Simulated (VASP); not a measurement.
# As in VASP: a series of runs, part 2 of 2

VASP 6.6.1. Earlier steps stand in the parts before.

### 4 Single point, PBE+D3(BJ)

File INCAR:

```
SYSTEM = As
PREC = Accurate
ENCUT = 520
EDIFF = 1E-7
ISMEAR = 0
SIGMA = 0.05
LREAL = .False.
LASPH = .True.
NELM = 60
ALGO = Normal
ISIF = 2
LWAVE = .False.
LCHARG = .True.
LDIPOL = .True.
IDIPOL = 3
DIPOL = 0.5 0.5 0.382
GGA = PE
IVDW = 12
LELF = .True.
LVHAR = .True.
LVACPOTAV = .True.
NBANDS = 18
```

File KPOINTS:

```
regular mesh
0
Gamma
  9 9 1
  0 0 0
```

File POSCAR:

```
As
1.0
    3.5713380906      0.0000000000      0.0000000000
   -1.7856690453      3.0928695120      0.0000000000
    0.0000000000      0.0000000000     20.2952802043
As
4
Direct
    0.3333333333      0.6666666667      0.2905917062
    0.6666666667      0.3333333333      0.2217264287
    0.6666666667      0.3333333333      0.5427508314
    0.3333333333      0.6666666667      0.4738855539
```

Potentials or basis: VASP PAW PBE potentials, release 64 (As).

Run with:

```sh
cat potpaw_PBE.64/As/POTCAR > POTCAR
mpirun -np 1 vasp_std > vasp.out
```

OUTCAR:

```text
SYSTEM = As
   PREC = Accurate
   ENCUT = 520
   EDIFF = 1E-7
   ISMEAR = 0
   LREAL = .False.
   LASPH = .True.
   NELM = 60
   ISIF = 2
   GGA = PE
   IVDW = 12
 IVDW          = 12

 ion  position               nearest neighbor table
   1  0.333  0.667  0.291-   2 2.49   2 2.49   2 2.49
   2  0.667  0.333  0.222-   1 2.49   1 2.49   1 2.49
   3  0.667  0.333  0.543-   4 2.49   4 2.49   4 2.49
   4  0.333  0.667  0.474-   3 2.49   3 2.49   3 2.49

  LATTYP: Found a hexagonal cell.
 ALAT       =     3.5713380906
 C/A-ratio  =     5.6828224294

  Lattice vectors:

 A1 = (   3.5713380906,   0.0000000000,   0.0000000000)
 A2 = (  -1.7856690453,   3.0928695120,   0.0000000000)
 A3 = (   0.0000000000,   0.0000000000,  20.2952802043)

Analysis of symmetry for initial positions (statically):
=====================================================================
 Subroutine PRICEL returns:
 Original cell was already a primitive cell.

 Routine SETGRP: Setting up the symmetry group for a
 hexagonal supercell.

 Subroutine GETGRP returns: Found 12 space group operations
 (whereof  6 operations were pure point group operations)
 out of a pool of 24 trial point group operations.

The static configuration has the point symmetry C_3v.
 The point group associated with its full space group is D_3h.

Analysis of symmetry for dynamics (positions and initial velocities):
=====================================================================
 Subroutine PRICEL returns:
 Original cell was already a primitive cell.

 Routine SETGRP: Setting up the symmetry group for a
 hexagonal supercell.

 Subroutine GETGRP returns: Found 12 space group operations
 (whereof  6 operations were pure point group operations)
 out of a pool of 24 trial point group operations.

The dynamic configuration has the point symmetry C_3v.
 The point group associated with its full space group is D_3h.

 Subroutine INISYM returns: Found 12 space group operations
 (whereof  6 operations are pure point group operations),
 and found     1 'primitive' translations

----------------------------------------------------------------------------------------

                                     Primitive cell

  volume of cell :     224.1752

  direct lattice vectors                    reciprocal lattice vectors
     3.571338091  0.000000000  0.000000000     0.280007094  0.161662171  0.000000000
    -1.785669045  3.092869512  0.000000000     0.000000000  0.323324342  0.000000000
     0.000000000  0.000000000 20.295280204     0.000000000  0.000000000  0.049272540

  length of vectors
     3.571338091  3.571338091 20.295280204     0.323324342  0.323324342  0.049272540

  position of ions in fractional coordinates (direct lattice)
     0.333333333  0.666666667  0.290591706
     0.666666667  0.333333333  0.221726429
     0.666666667  0.333333333  0.542750831
     0.333333333  0.666666667  0.473885554

  ion indices of the primitive-cell ions
   primitive index   ion index
                 1           1
                 2           2
                 3           3
                 4           4

----------------------------------------------------------------------------------------

[... 33 lines left out ...]
  0.333333  0.111111  0.000000     12.000000
  0.444444  0.111111  0.000000      6.000000
  0.222222  0.222222  0.000000      6.000000
  0.333333  0.222222  0.000000     12.000000
  0.333333  0.333333  0.000000      2.000000
   k-points           NKPTS =     12   k-points in BZ     NKDIM =     12   number of bands    NBANDS=     18
   number of dos      NEDOS =    301   number of ions     NIONS =      4
   total plane-waves  NPLWV = 125440
   dimension x,y,z NGX =    28 NGY =   28 NGZ =  160
   dimension x,y,z NGXF=    56 NGYF=   56 NGZF=  320
   ions per type =               4
   NGX,Y,Z   is equivalent  to a cutoff of  13.03, 13.03, 13.11 a.u.
   NGXF,Y,Z  is equivalent  to a cutoff of  26.07, 26.07, 26.21 a.u.
 SYSTEM =  As
   PREC   = accura    normal or accurate (medium, high low for compatibility)
   ISTART =      0    job   : 0-new  1-cont  2-samecut
   ICHARG =      2    charge: 1-file 2-atom 10-const
   ISPIN  =      1    spin polarized calculation?
   LNONCOLLINEAR =      F non collinear calculations
   LSORBIT =      F    spin-orbit coupling
   LASPH  =      T    aspherical Exc in radial PAW
   ENCUT  =  520.0 eV  38.22 Ry    6.18 a.u.   6.64  6.64 37.74*2*pi/ulx,y,z
   NELM   =     60;   NELMIN=  2; NELMDL= -5     # of ELM steps
   EDIFF  = 0.1E-06   stopping-criterion for ELM
   LREAL  =      F    real-space projection
   EDIFFG = 0.1E-05   stopping-criterion for IOM
   NSW    =      0    number of steps for IOM
   IBRION =     -1    ionic relax: 0-MD 1-quasi-New 2-CG
   NFREE  =      0    steps in history (QN), initial steepest desc. (CG)
   ISIF   =      2    stress and relaxation
   ISYM   =      2    0-nonsym 1-usesym 2-fastsym
   POTIM  = 0.5000    time-step for ionic-motion
   TEBEG  =    0.0;   TEEND  =   0.0 temperature during run
   PSTRESS=    0.0 pullay stress
   NELECT =      20.0000    total number of electrons
   NUPDOWN=      -1.0000    fix difference up-down
   EMIN   =  10.00;   EMAX   =-10.00  energy-range for DOS
   EFERMI =   0.00;   METHOD = LEGACY
   ISMEAR =     0;   SIGMA  =   0.05  broadening in eV -4-tet -1-fermi 0-gaus
   EFERMI_NEDOS =   21; number of points for ismear=-14 and -15
   IALGO  =     38    algorithm
   IMIX   =      4    mixing-type and parameters
     AMIX     =   0.40;   BMIX     =  1.00
     AMIX_MAG =   1.60;   BMIX_MAG =  1.00
  volume/ion in A,a.u.               =      56.04       378.20
  Fermi-wavevector in a.u.,A,eV,Ry     =   0.731513  1.382360  7.280639  0.535112
  Thomas-Fermi vector in A             =   1.823749
   LORBIT       =      0    0 simple, 1 ext, 2 COOP (PROOUT), +10 PAW based schemes
   GGA     = PE    functional components
   LHFCALC =     F    Hartree Fock is set to
   AEXX    =    0.0000 exact exchange contribution
   IVDW    =    12    specifies the selected vdW correction
   LEPSILON=     F    determine dielectric tensor
   LRPA    =     F    only Hartree local field effects (RPA)
 non-spin polarized calculation
 Gauss-broadening in eV      SIGMA  =   0.05
  energy-cutoff  :      520.00
  volume of cell :      224.18
 maximum number of plane-waves:      6099
 NGX is ok and might be reduce to    28
   NGX = 13   NGY = 13   NGZ = 75

 dipolmoment           0.000000      0.000000      0.000015 electrons x Angstroem

 number of electron      20.0000001 magnetization

 dipolmoment           0.000000      0.000000     -0.000001 electrons x Angstroem

 Free energy of the ion-electron system (eV)
  ---------------------------------------------------
  ext. energy  EPLUGINS =         0.00000000
  ---------------------------------------------------
  free energy    TOTEN  =       -18.60485482 eV

  energy without entropy =      -18.60485482  energy(sigma->0) =      -18.60485482

 E-fermi :  -1.1845     XC(G=0):  -4.7118

 val. band max:       -1.4462237982   @ k =   0.1111   0.1111   0.0000
 cond. band min:      -0.2491367132   @ k =   0.3333   0.0000   0.0000
 fundamental gap:      1.1970870851
 Fermi energy:        -1.1845063654

 k-point     1 :       0.0000    0.0000    0.0000
  band No.  band energies     occupation
      1     -15.2277      2.00000
      2     -15.1813      2.00000
      3      -9.0146      2.00000
      4      -8.6343      2.00000
      5      -2.7869      2.00000
      6      -1.5920      2.00000
[... 229 lines left out ...]
      5      -6.0739      2.00000
      6      -6.0123      2.00000
[... 10 lines left out ...]
     17       6.0537      0.00000
     18       7.2452      0.00000

------------------------ aborting loop because EDIFF is reached ----------------------------------------

 Edisp (eV)   -1.02876

 E8    (eV) :    -0.4477

  FORCE on cell =-STRESS in cart. coord.  units (eV):
  Direction    XX          YY          ZZ          XY          YZ          ZX
  --------------------------------------------------------------------------------------
  -------------------------------------------------------------------------------------
  Total       0.17029     0.17029     0.42072     0.00000     0.00000     0.00000
  in kB       1.21705     1.21705     3.00689     0.00000     0.00000     0.00000
  external pressure =        1.81 kB  Pullay stress =        0.00 kB

 VOLUME and BASIS-vectors are now :
 -----------------------------------------------------------------------------
  energy-cutoff  :      520.00
  volume of cell :      224.18
      direct lattice vectors                 reciprocal lattice vectors
     3.571338091  0.000000000  0.000000000     0.280007094  0.161662171  0.000000000
    -1.785669045  3.092869512  0.000000000     0.000000000  0.323324342  0.000000000
     0.000000000  0.000000000 20.295280204     0.000000000  0.000000000  0.049272540

 POSITION                                       TOTAL-FORCE (eV/Angst)
 -----------------------------------------------------------------------------------
     -0.00000      2.06191      5.89764         0.000000      0.000000      0.061399
      1.78567      1.03096      4.50000        -0.000000      0.000000     -0.102180
      1.78567      1.03096     11.01528         0.000000      0.000000      0.102180
     -0.00000      2.06191      9.61764         0.000000      0.000000     -0.061399
 -----------------------------------------------------------------------------------
    total drift:                                0.000000     -0.000000     -0.000017

  FREE ENERGIE OF THE ION-ELECTRON SYSTEM (eV)
  ---------------------------------------------------
  free  energy   TOTEN  =       -19.6336179518 eV

  energy  without entropy=      -19.6336179518  energy(sigma->0) =      -19.63361795

 vacuum level on the upper side and lower side of the slab         3.786         3.786
```

It took 75 s on 1 thread of AMD EPYC 9R45 (Zen 5), shared host; peak memory 0.28 GiB.

What came out:

```yaml
Free_energy: -19.6336 eV
Largest_force: 0.102 eV/Å
Band_gap_on_the_k_mesh: 1.20 eV, indirect (least direct gap 1.68 eV)
Dispersion_energy_per_atom: -0.257 eV
```

Forces in eV/Å, atoms in the order of the input:
```
As   0.000  0.000  0.061
As   0.000  0.000 -0.102
As   0.000  0.000  0.102
As   0.000  0.000 -0.061
```

### 5 Single point, PBE+D3(BJ)

File INCAR:

```
SYSTEM = As
PREC = Accurate
ENCUT = 520
EDIFF = 1E-6
ISMEAR = 0
SIGMA = 0.05
LREAL = .FALSE.
LASPH = .TRUE.
NELM = 100
ALGO = Normal
ISIF = 2
LWAVE = .FALSE.
LCHARG = .FALSE.
LDIPOL = .TRUE.
IDIPOL = 3
DIPOL = 0.5 0.5 0.407
GGA = PE
IVDW = 12
NBANDS = 18
```

File KPOINTS:

```
regular mesh
0
G
  9 9 1
  0 0 0
```

POSCAR, as its differences from that of step 4:

```diff
@@ -10,3 +10,3 @@
     0.6666666667      0.3333333333      0.2217264287
-    0.6666666667      0.3333333333      0.5427508314
-    0.3333333333      0.6666666667      0.4738855539
+    0.6666666667      0.3333333333      0.5920233711
+    0.3333333333      0.6666666667      0.5231580937
```

Potentials or basis: VASP PAW PBE potentials, release 64 (As).

Run with:

```sh
cat potpaw_PBE.64/As/POTCAR > POTCAR
mpirun -np 1 vasp_std > vasp.out
```

OUTCAR:

```text
SYSTEM = As
   PREC = Accurate
   ENCUT = 520
   EDIFF = 1E-6
   ISMEAR = 0
   LREAL = .FALSE.
   LASPH = .TRUE.
   NELM = 100
   ISIF = 2
   GGA = PE
   IVDW = 12
 IVDW          = 12

 ion  position               nearest neighbor table
   1  0.333  0.667  0.291-   2 2.49   2 2.49   2 2.49
   2  0.667  0.333  0.222-   1 2.49   1 2.49   1 2.49
   3  0.667  0.333  0.592-   4 2.49   4 2.49   4 2.49
   4  0.333  0.667  0.523-   3 2.49   3 2.49   3 2.49

  LATTYP: Found a hexagonal cell.
 ALAT       =     3.5713380906
 C/A-ratio  =     5.6828224294

  Lattice vectors:

 A1 = (   3.5713380906,   0.0000000000,   0.0000000000)
 A2 = (  -1.7856690453,   3.0928695120,   0.0000000000)
 A3 = (   0.0000000000,   0.0000000000,  20.2952802043)

Analysis of symmetry for initial positions (statically):
=====================================================================
 Subroutine PRICEL returns:
 Original cell was already a primitive cell.

 Routine SETGRP: Setting up the symmetry group for a
 hexagonal supercell.
[... 166 lines left out ...]
 cond. band min:      -0.0861353556   @ k =   0.3333   0.0000   0.0000
 fundamental gap:      1.4285899184
 Fermi energy:        -1.2515442560

 k-point     1 :       0.0000    0.0000    0.0000
  band No.  band energies     occupation
      1     -15.2003      2.00000
      2     -15.1947      2.00000
      3      -8.8327      2.00000
      4      -8.7613      2.00000
      5      -2.4279      2.00000
      6      -1.9837      2.00000
[... 229 lines left out ...]
      5      -6.0393      2.00000
      6      -6.0297      2.00000
[... 10 lines left out ...]
     17       6.1590      0.00000
     18       6.9912      0.00000

------------------------ aborting loop because EDIFF is reached ----------------------------------------

 vacuum level on the upper side and lower side of the slab       (xc-potential included)        -0.173        -0.171

 Edisp (eV)   -0.93895

 E8    (eV) :    -0.4101

  FORCE on cell =-STRESS in cart. coord.  units (eV):
  Direction    XX          YY          ZZ          XY          YZ          ZX
  --------------------------------------------------------------------------------------
  -------------------------------------------------------------------------------------
  Total       0.09750     0.09750    -0.06955     0.00000     0.00000     0.00000
  in kB       0.69685     0.69685    -0.49707     0.00000     0.00000     0.00000
  external pressure =        0.30 kB  Pullay stress =        0.00 kB

 VOLUME and BASIS-vectors are now :
 -----------------------------------------------------------------------------
  energy-cutoff  :      520.00
  volume of cell :      224.18
      direct lattice vectors                 reciprocal lattice vectors
     3.571338091  0.000000000  0.000000000     0.280007094  0.161662171  0.000000000
    -1.785669045  3.092869512  0.000000000     0.000000000  0.323324342  0.000000000
     0.000000000  0.000000000 20.295280204     0.000000000  0.000000000  0.049272540

 POSITION                                       TOTAL-FORCE (eV/Angst)
 -----------------------------------------------------------------------------------
     -0.00000      2.06191      5.89764         0.000000     -0.000000      0.138178
      1.78567      1.03096      4.50000        -0.000000      0.000000     -0.079887
      1.78567      1.03096     12.01528        -0.000000     -0.000000      0.079887
     -0.00000      2.06191     10.61764         0.000000     -0.000000     -0.138178
 -----------------------------------------------------------------------------------
    total drift:                                0.000000     -0.000000     -0.000030

  FREE ENERGIE OF THE ION-ELECTRON SYSTEM (eV)
  ---------------------------------------------------
  free  energy   TOTEN  =       -19.5939329262 eV

  energy  without entropy=      -19.5939329262  energy(sigma->0) =      -19.59393293

 vacuum level on the upper side and lower side of the slab         3.649         3.650
```

stdout:

```text
POSCAR found type information on POSCAR As
 POSCAR found :  1 types and       4 ions
 scaLAPACK will be used
 LDA part: xc-table for (Slater+PW92), standard interpolation
 POSCAR, INCAR and KPOINTS ok, starting setup
 FFT: planning ... GRIDC
 FFT: planning ... GRID_SOFT
 FFT: planning ... GRID
 WAVECAR not read
 entering main loop
```

It took 78 s on 1 thread of AMD EPYC 9R45 (Zen 5), shared host; peak memory 0.3 GiB.

What came out:

| Item | Value |
| --- | --- |
| Free energy | -19.5939 eV |
| Largest force | 0.138 eV/Å |
| Band gap on the k mesh | 1.43 eV, indirect (least direct gap 1.94 eV) |
| Dispersion energy per atom | -0.235 eV |

Forces on the atoms (eV/Å):
```
As   0.000  0.000  0.138
As   0.000  0.000 -0.080
As   0.000  0.000  0.080
As   0.000  0.000 -0.138
```
